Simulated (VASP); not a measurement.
# Au (R-3m) in VASP: single point with PBEsol

Aim: the single point of Au with PBEsol.

All numbers are computed with VASP 6.6.1; they aren't measurements. Logs are shortened: lines on timing, memory, paths and dates and some standing lists are left out, and cuts for length are marked.

## Step 1: The cell of the first run

It takes space group R-3m (No. 166, trigonal). Conventional cell: a = 2.964 Å, b = 2.964 Å, c = 6.751 Å, α = 90.00°, β = 90.00°, γ = 120.00°. Au (site symmetry -3m) has 12 Au at 2.83 to 2.96 Å within 3.7 Å.

## Step 2: Single point, PBEsol

Contents of INCAR:

```
  PREC = Accurate
  ENCUT = 520
  EDIFF = 1E-7
  ISMEAR = 0
  SIGMA = 0.15
  LREAL = False
  LASPH = True
  NELM = 60
  ALGO = Fast
  ISIF = 2
  LWAVE = False
  LCHARG = False
  GGA = PS
  NBANDS = 12
```

Contents of KPOINTS:

```
regular mesh
0
Gamma
  22 22 22
```

Contents of POSCAR:

```
Au
1.0
   -0.0977939411      1.9977905112      1.9977905112
    1.9977905112     -0.0977939411      1.9977905112
    1.9977905112      1.9977905112     -0.0977939411
Au
1
Direct
    0.0000000000      0.0000000000      0.0000000000
```

Potentials or basis: VASP PAW PBE potentials, release 64 (Au).

Launch:

```
> cat potpaw_PBE.64/Au/POTCAR > POTCAR
> mpirun -np 1 vasp_std > vasp.out
```

OUTCAR:

```text
PREC = Accurate
   ENCUT = 520
   EDIFF = 1E-7
   ISMEAR = 0
   LREAL = False
   LASPH = True
   NELM = 60
   ISIF = 2
   GGA = PS

 ion  position               nearest neighbor table
   1  0.000  0.000  0.000-

  LATTYP: Found a trigonal (rhomboedric) cell.
 ALAT       =     2.8269944302
 COS(alpha) =     0.4505091948

  Lattice vectors:

 A1 = (  -0.0977939411,   1.9977905112,   1.9977905112)
 A2 = (   1.9977905112,  -0.0977939411,   1.9977905112)
 A3 = (   1.9977905112,   1.9977905112,  -0.0977939411)

Analysis of symmetry for initial positions (statically):
=====================================================================
 Subroutine PRICEL returns:
 Original cell was already a primitive cell.

 Routine SETGRP: Setting up the symmetry group for a
 trigonal (rhombohedral) supercell.

 Subroutine GETGRP returns: Found 12 space group operations
 (whereof 12 operations were pure point group operations)
 out of a pool of 12 trial point group operations.

The static configuration has the point symmetry D_3d.

Analysis of symmetry for dynamics (positions and initial velocities):
=====================================================================
 Subroutine PRICEL returns:
 Original cell was already a primitive cell.

 Routine SETGRP: Setting up the symmetry group for a
 trigonal (rhombohedral) supercell.

 Subroutine GETGRP returns: Found 12 space group operations
 (whereof 12 operations were pure point group operations)
 out of a pool of 12 trial point group operations.

The dynamic configuration has the point symmetry D_3d.

 Subroutine INISYM returns: Found 12 space group operations
 (whereof 12 operations are pure point group operations),
 and found     1 'primitive' translations

----------------------------------------------------------------------------------------

                                     Primitive cell

  volume of cell :      17.1170

  direct lattice vectors                    reciprocal lattice vectors
    -0.097793941  1.997790511  1.997790511    -0.232610619  0.244583225  0.244583225
     1.997790511 -0.097793941  1.997790511     0.244583225 -0.232610619  0.244583225
     1.997790511  1.997790511 -0.097793941     0.244583225  0.244583225 -0.232610619

  length of vectors
     2.826994430  2.826994430  2.826994430     0.416832829  0.416832829  0.416832829

  position of ions in fractional coordinates (direct lattice)
     0.000000000  0.000000000  0.000000000

  ion indices of the primitive-cell ions
   primitive index   ion index
                 1           1

----------------------------------------------------------------------------------------

 KPOINTS: regular mesh

Automatic generation of k-mesh.
 Grid dimensions read from file:
 generate k-points for:   22   22   22

 Generating k-lattice:

  Cartesian coordinates                     Fractional coordinates (reciprocal lattice)
    -0.010573210  0.011117419  0.011117419     0.045454545 -0.000000000 -0.000000000
     0.011117419 -0.010573210  0.011117419    -0.000000000  0.045454545 -0.000000000
     0.011117419  0.011117419 -0.010573210    -0.000000000 -0.000000000  0.045454545

  Length of vectors
     0.018946947  0.018946947  0.018946947

  Shift w.r.t. Gamma in fractional coordinates (k-lattice)
     0.000000000  0.000000000  0.000000000

 Subroutine IBZKPT returns following result:
 ===========================================

 Found   1024 irreducible k-points:

 Following reciprocal coordinates:
            Coordinates               Weight
  0.000000  0.000000  0.000000      1.000000
  0.045455  0.000000 -0.000000      6.000000
  0.090909  0.000000 -0.000000      6.000000
  0.136364  0.000000  0.000000      6.000000
  0.181818  0.000000  0.000000      6.000000
  0.227273 -0.000000 -0.000000      6.000000
[... 16 lines left out ...]
  0.500000  0.045455  0.000000     12.000000
 -0.454545  0.045455  0.000000     12.000000
 [... further k-points ...]
   k-points           NKPTS =   1024   k-points in BZ     NKDIM =   1024   number of bands    NBANDS=     12
   number of dos      NEDOS =    301   number of ions     NIONS =      1
   total plane-waves  NPLWV =  13824
   dimension x,y,z NGX =    24 NGY =   24 NGZ =   24
   dimension x,y,z NGXF=    48 NGYF=   48 NGZF=   48
   ions per type =               1
   NGX,Y,Z   is equivalent  to a cutoff of  14.11, 14.11, 14.11 a.u.
   NGXF,Y,Z  is equivalent  to a cutoff of  28.23, 28.23, 28.23 a.u.
 SYSTEM =  unknown system
   PREC   = accura    normal or accurate (medium, high low for compatibility)
   ISTART =      0    job   : 0-new  1-cont  2-samecut
   ICHARG =      2    charge: 1-file 2-atom 10-const
   ISPIN  =      1    spin polarized calculation?
   LNONCOLLINEAR =      F non collinear calculations
   LSORBIT =      F    spin-orbit coupling
   LASPH  =      T    aspherical Exc in radial PAW
   ENCUT  =  520.0 eV  38.22 Ry    6.18 a.u.   5.26  5.26  5.26*2*pi/ulx,y,z
   NELM   =     60;   NELMIN=  2; NELMDL= -5     # of ELM steps
   EDIFF  = 0.1E-06   stopping-criterion for ELM
   LREAL  =      F    real-space projection
   EDIFFG = 0.1E-05   stopping-criterion for IOM
   NSW    =      0    number of steps for IOM
   IBRION =     -1    ionic relax: 0-MD 1-quasi-New 2-CG
   NFREE  =      0    steps in history (QN), initial steepest desc. (CG)
   ISIF   =      2    stress and relaxation
   ISYM   =      2    0-nonsym 1-usesym 2-fastsym
   POTIM  = 0.5000    time-step for ionic-motion
   TEBEG  =    0.0;   TEEND  =   0.0 temperature during run
   PSTRESS=    0.0 pullay stress
   NELECT =      11.0000    total number of electrons
   NUPDOWN=      -1.0000    fix difference up-down
   EMIN   =  10.00;   EMAX   =-10.00  energy-range for DOS
   EFERMI =   0.00;   METHOD = LEGACY
   ISMEAR =     0;   SIGMA  =   0.15  broadening in eV -4-tet -1-fermi 0-gaus
   EFERMI_NEDOS =   21; number of points for ismear=-14 and -15
   IALGO  =     68    algorithm
   IMIX   =      4    mixing-type and parameters
     AMIX     =   0.40;   BMIX     =  1.00
     AMIX_MAG =   1.60;   BMIX_MAG =  1.00
  volume/ion in A,a.u.               =      17.12       115.51
  Fermi-wavevector in a.u.,A,eV,Ry     =   1.412742  2.669696 27.155058  1.995840
  Thomas-Fermi vector in A             =   2.534459
   LORBIT       =      0    0 simple, 1 ext, 2 COOP (PROOUT), +10 PAW based schemes
   GGA     = PS    functional components
   LHFCALC =     F    Hartree Fock is set to
   AEXX    =    0.0000 exact exchange contribution
   IVDW    =     0    specifies the selected vdW correction
   LEPSILON=     F    determine dielectric tensor
   LRPA    =     F    only Hartree local field effects (RPA)
 non-spin polarized calculation
 RMM-DIIS sequential band-by-band and
 Gauss-broadening in eV      SIGMA  =   0.15
  energy-cutoff  :      520.00
  volume of cell :       17.12
 maximum number of plane-waves:       483
 NGX is ok and might be reduce to    24
   NGX = 11   NGY = 11   NGZ = 11

 number of electron      11.0000001 magnetization

 Free energy of the ion-electron system (eV)
  ---------------------------------------------------
  ext. energy  EPLUGINS =         0.00000000
  ---------------------------------------------------
  free energy    TOTEN  =        -3.91347119 eV

  energy without entropy =       -3.90966255  energy(sigma->0) =       -3.91156687

 E-fermi :   9.2301     XC(G=0): -12.8552

 val. band max:        9.2026151786   @ k =  -0.2727  -0.4091   0.0909
 cond. band min:       9.2354024627   @ k =  -0.3636   0.1818   0.0000
 fundamental gap:      0.0327872841
 Fermi energy:         9.2300878709

 k-point     1 :       0.0000    0.0000    0.0000
  band No.  band energies     occupation
      1      -0.6739      2.00000
      2       4.2512      2.00000
      3       4.2512      2.00000
      4       4.9971      2.00000
      5       6.1214      2.00000
      6       6.1214      2.00000
      7      23.5930      0.00000
      8      26.9391      0.00000
      9      26.9391      0.00000
     10      29.4154      0.00000
     11      32.4681      0.00000
     12      36.4734      0.00000

 k-point     2 :       0.0455    0.0000   -0.0000
  band No.  band energies     occupation
      1      -0.6048      2.00000
      2       4.2446      2.00000
      3       4.2666      2.00000
      4       5.0114      2.00000
      5       6.1124      2.00000
      6       6.1127      2.00000
      7      23.6645      0.00000
      8      26.5405      0.00000
      9      27.0334      0.00000
     10      29.4153      0.00000
     11      32.9059      0.00000
     12      35.5485      0.00000

 k-point     3 :       0.0909    0.0000   -0.0000
  band No.  band energies     occupation
      1      -0.4009      2.00000
      2       4.2229      2.00000
      3       4.3076      2.00000
      4       5.0570      2.00000
      5       6.0919      2.00000
      6       6.0926      2.00000
      7      23.8233      0.00000
      8      25.5736      0.00000
      9      27.3069      0.00000
     10      29.5385      0.00000
     11      33.2583      0.00000
     12      34.7273      0.00000

 k-point     4 :       0.1364    0.0000    0.0000
  band No.  band energies     occupation
      1      -0.0749      2.00000
      2       4.1909      2.00000
      3       4.3591      2.00000
      4       5.1297      2.00000
      5       6.0783      2.00000
      6       6.0816      2.00000
      7      23.5936      0.00000
      8      24.7481      0.00000
      9      27.7277      0.00000
     10      29.8034      0.00000
     11      32.1965      0.00000
     12      33.7312      0.00000

 k-point     5 :       0.1818    0.0000    0.0000
  band No.  band energies     occupation
      1       0.3467      2.00000
      2       4.1767      2.00000
      3       4.3984      2.00000
      4       5.1998      2.00000
      5       6.0981      2.00000
      6       6.1179      2.00000
      7      22.2918      0.00000
      8      24.7753      0.00000
      9      28.2205      0.00000
     10      30.0648      0.00000
     11      31.3439      0.00000
     12      32.5981      0.00000
[... 228 lines left out ...]
      1       1.8440      2.00000
      2       4.1873      2.00000
      3       5.0523      2.00000
      4       5.9323      2.00000
      5       6.9762      2.00000
      6       7.3559      2.00000
      7      14.3636      0.00000
      8      23.7162      0.00000
      9      26.5797      0.00000
     10      27.7808      0.00000
     11      33.0079      0.00000
     12      33.5380      0.00000

 k-point    22 :       0.4545    0.0455   -0.0000
  band No.  band energies     occupation
      1       1.8741      2.00000
      2       4.1368      2.00000
      3       5.0030      2.00000
      4       6.4388      2.00000
      5       7.1962      2.00000
      6       7.9124      2.00000
      7      12.9212      0.00000
      8      23.4706      0.00000
      9      26.1278      0.00000
     10      27.3295      0.00000
     11      33.5973      0.00000
     12      34.1201      0.00000

 k-point    23 :       0.5000    0.0455    0.0000
  band No.  band energies     occupation
      1       1.8806      2.00000
      2       4.1139      2.00000
      3       4.9757      2.00000
      4       6.6725      2.00000
      5       7.2828      2.00000
      6       8.4318      2.00000
      7      12.0264      0.00000
      8      23.3513      0.00000
      9      25.8565      0.00000
     10      27.1772      0.00000
     11      33.9137      0.00000
     12      34.3399      0.00000

 k-point    24 :      -0.4545    0.0455    0.0000
  band No.  band energies     occupation
      1       1.8794      2.00000
      2       4.1216      2.00000
      3       4.9744      2.00000
      4       6.6851      2.00000
      5       7.2486      2.00000
      6       8.2133      2.00000
      7      12.2814      0.00000
      8      23.3653      0.00000
      9      25.7958      0.00000
     10      27.3357      0.00000
     11      33.9755      0.00000
     12      34.1565      0.00000

 [... further k-points ...]

------------------------ aborting loop because EDIFF is reached ----------------------------------------

  FORCE on cell =-STRESS in cart. coord.  units (eV):
  Direction    XX          YY          ZZ          XY          YZ          ZX
  --------------------------------------------------------------------------------------
  -------------------------------------------------------------------------------------
  Total       -0.0596554     -0.0596554     -0.0596554      0.1348095      0.1348095      0.1348095
  in kB       -5.5838265     -5.5838265     -5.5838265     12.6183490     12.6183490     12.6183490
  external PRESSURE =      -5.5838265 kB  Pullay stress =       0.0000000 kB

 VOLUME and BASIS-vectors are now :
 -----------------------------------------------------------------------------
  energy-cutoff  :      520.00
  volume of cell :       17.12
      direct lattice vectors                 reciprocal lattice vectors
    -0.097793941  1.997790511  1.997790511    -0.232610619  0.244583225  0.244583225
     1.997790511 -0.097793941  1.997790511     0.244583225 -0.232610619  0.244583225
     1.997790511  1.997790511 -0.097793941     0.244583225  0.244583225 -0.232610619

 POSITION                                       TOTAL-FORCE (eV/Angst)
 -----------------------------------------------------------------------------------
      0.00000      0.00000      0.00000         0.000000      0.000000      0.000000
 -----------------------------------------------------------------------------------
    total drift:                               -0.000000      0.000000      0.000000

  FREE ENERGIE OF THE ION-ELECTRON SYSTEM (eV)
  ---------------------------------------------------
  free  energy   TOTEN  =        -3.9134711883 eV

  energy  without entropy=       -3.9096625524  energy(sigma->0) =       -3.91156687
```

It took 7.6 min on 1 thread of AMD EPYC, shared host; peak memory 0.29 GiB.

Results:

```
Free energy : -3.9135 eV
Pressure    : -0.6 GPa
```

Levels at points of the mesh, in eV from the Fermi level:
| k point | band 4 | band 5 | band 6 | band 7 | band 8 | band 9 |
| --- | --- | --- | --- | --- | --- | --- |
| (0.00, 0.00, 0.00) | -4.23 | -3.11 | -3.11 | 14.36 | 17.71 | 17.71 |
| (0.50, 0.00, 0.00) | -2.24 | -1.87 | -1.19 | 2.74 | 14.07 | 16.84 |
| (0.50, 0.50, 0.00) | -1.71 | -1.54 | 0.97 | 5.74 | 9.07 | 10.84 |
| (0.50, 0.50, 0.50) | -1.82 | -1.82 | -0.45 | 4.00 | 13.36 | 15.94 |

Caveat: the PAW data sets were made with another functional, which shifts forces and pressure a little; spin-orbit coupling is left out, which moves the levels of the heavy elements.
